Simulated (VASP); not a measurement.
Set up this calculation in VASP 6.6.1, as the native input.

- Task: relaxation of cell and atoms
- Functional: PBE
- Potentials or basis: VASP PAW PBE potentials, release 64 (Hf_pv)
- Cutoff: 600 eV
- k mesh: 18 × 18 × 10
- Occupations: methfessel-paxton, width 0.1 eV
- Spin: no spin polarisation
- Dipole correction: no
- Further INCAR settings: ALGO = Fast; EDIFF = 1e-06; IBRION = 2; EDIFFG = -0.01; NSW = 80; ISIF = 3

The structure of Hf lies in POSCAR:

```
Hf
1.0
    3.1967000000      0.0000000000      0.0000000000
   -1.5983500000      2.7684234083      0.0000000000
    0.0000000000      0.0000000000      5.0578000000
Hf
2
Direct
    0.3333333333      0.6666666667      0.2500000000
    0.6666666667      0.3333333333      0.7500000000
```

One way to write it, as run:

INCAR

```
SYSTEM = Hf
PREC = Accurate
ENCUT = 600
EDIFF = 1E-6
ISMEAR = 1
SIGMA = 0.1
LREAL = .False.
LASPH = .True.
NELM = 60
ALGO = Fast
ISIF = 3
LWAVE = .False.
LCHARG = .False.
GGA = PE
IBRION = 2
NSW = 80
EDIFFG = -0.01
```

KPOINTS

```
regular mesh
0
Gamma
  18 18 10
  0 0 0
```

Potentials or basis: VASP PAW PBE potentials, release 64 (Hf_pv).

Run with:

```console
$ cat potpaw_PBE.64/Hf_pv/POTCAR > POTCAR
$ mpirun -np 1 vasp_std > vasp.out
```

It gave:

| Item | Value |
| --- | --- |
| Relaxed volume | 22.45 Å³/atom |
| Relaxed cell | a = 3.201 Å, b = 3.201 Å, c = 5.057 Å, α = 90.00°, β = 90.00°, γ = 120.00° |
| Space group after relaxing (to 0.1 Å) | P6_3/mmc (No. 194) |
| Energy gained by relaxing | 0.1 meV/atom |
| Ionic steps | 8 |
| Pressure after relaxing | 0.0 GPa |
| Band gap on the k mesh | zero (bands 10 and 11 overlap by 1.61 eV) |

Caveat: spin-orbit coupling is left out, which moves the levels of the heavy elements.

It took 4.4 min on 1 thread of Intel(R) Xeon(R) Platinum 8559C (Emerald Rapids) (shared host), peak memory 0.3 GiB.
